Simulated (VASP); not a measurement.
Crystal: Gd.

```xyz
1
Lattice="0.0000 2.5500 2.5500 2.5500 0.0000 2.5500 2.5500 2.5500 0.0000" Properties=species:S:1:pos:R:3 pbc="T T T"
Gd    0.0000    0.0000    0.0000
```

This isn't the form of Gd at room conditions, which is hcp.

* Program: VASP 6.6.1
* Task: relaxation of cell and atoms
* Functional: LDA
* Potentials or basis: VASP PAW PBE potentials, release 64 (Gd)
* Cutoff: 600 eV
* k mesh: 8 × 8 × 8
* Occupations: gaussian, width 0.05 eV
* Spin: collinear spin, ferromagnetic start
* Starting moments: [7.0] μB

At the start: pressure -4.4 GPa; volume 33.16 Å³/atom.

Where does the relaxation end?

Over 3 steps the energy falls by 69.5 meV/atom and the volume is 28.61 Å³/atom (-13.7 %); space group Fm-3m (No. 225, to 0.1 Å) before and after; moment 7.28 μB per cell.

Step by step:
| step | energy change (eV) | largest force (eV/Å) | pressure (GPa) | volume (Å³) |
| --- | --- | --- | --- | --- |
| 1 | 0.0000 | 0.0000 | -4.37 | 33.16 |
| 2 | -0.0689 | 0.0000 | -0.54 | 29.01 |
| 3 | -0.0695 | 0.0000 | 0.05 | 28.61 |

Final structure:
```cif
data_structure
_symmetry_space_group_name_H-M 'P 1'
_symmetry_Int_Tables_number 1
_cell_length_a 3.4329
_cell_length_b 3.4329
_cell_length_c 3.4329
_cell_angle_alpha 60.000
_cell_angle_beta 60.000
_cell_angle_gamma 60.000
_cell_volume 28.61
loop_
_atom_site_label
_atom_site_type_symbol
_atom_site_fract_x
_atom_site_fract_y
_atom_site_fract_z
_atom_site_occupancy
Gd1 Gd 0.00000 0.00000 0.00000 1
```

Caveat: the PAW data sets were made with another functional, which shifts forces and pressure a little; semilocal functionals describe open f shells poorly, which spoils levels, moments and volumes.
